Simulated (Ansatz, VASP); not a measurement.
Two plane-wave programs on Sc

```
CELL_PARAMETERS angstrom
3.22691 0.00000 0.00000
-1.61345 2.79458 0.00000
0.00000 0.00000 5.00943
ATOMIC_POSITIONS crystal
Sc 0.33333 0.66667 0.25000
Sc 0.66667 0.33333 0.75000
```

Alike in both runs: task single point; functional LDA; k mesh 11 × 11 × 6; occupations methfessel-paxton of order 1, width 0.6 eV; no spin polarisation.

|  | VASP | Ansatz |
| --- | --- | --- |
| version | VASP 6.6.1 | Ansatz 0.2.0 |
| potentials or method | VASP PAW LDA potentials, release 64 (Sc_sv), cutoff 500 eV | plane waves (420 eV) with PAW, scalar-relativistic |
| valence electrons in the cell | 22 | 22 |

```tsv
	VASP	Ansatz	Ansatz less VASP
pressure (GPa)	0.0	-0.1	-0.07
traceless stress, the component that is largest in VASP (GPa)	0.20	0.20	-0.003
```

Ansatz warns that its potentials were made for another functional, while VASP's fit it. LDA's correlation is that of Perdew and Zunger in VASP and of Perdew and Wang (1992) in Ansatz.
